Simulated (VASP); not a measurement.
The system is Cu.

```
CELL_PARAMETERS angstrom
2.51378 0.00000 0.00000
-1.25689 2.17700 0.00000
0.00000 0.00000 8.20636
ATOMIC_POSITIONS crystal
Cu 0.66667 0.33333 0.75000
Cu 0.00000 0.00000 0.50000
Cu 0.33333 0.66667 0.25000
Cu 0.00000 0.00000 0.00000
```

This isn't the form of Cu at room conditions, which is fcc.

Base run:

```yaml
Program: VASP 6.6.1
Functional: LDA
Potentials_or_basis: VASP PAW LDA potentials, release 64 (Cu)
Cutoff: 520 eV
k_mesh: 12 × 12 × 4
Occupations: fermi-dirac, width 0.05 eV
Spin: no spin polarisation
```

Its results: band gap on the k mesh zero (bands 22 and 23 overlap by 5.35 eV); pressure -3.8 GPa.

Q: The run is repeated on the same cell with these changes: functional from LDA to r2SCAN; potentials or basis from VASP PAW LDA potentials, release 64 (Cu) to VASP PAW PBE potentials, release 64 (Cu). What comes out?

A: Band gap on the k mesh zero (bands 22 and 23 overlap by 5.52 eV); pressure 4.1 GPa.

Caveats: the cell stands under tension (at least some runs); the cell stands under pressure (at least some runs); the PAW data sets were made with another functional, which shifts forces and pressure a little (at least some runs).
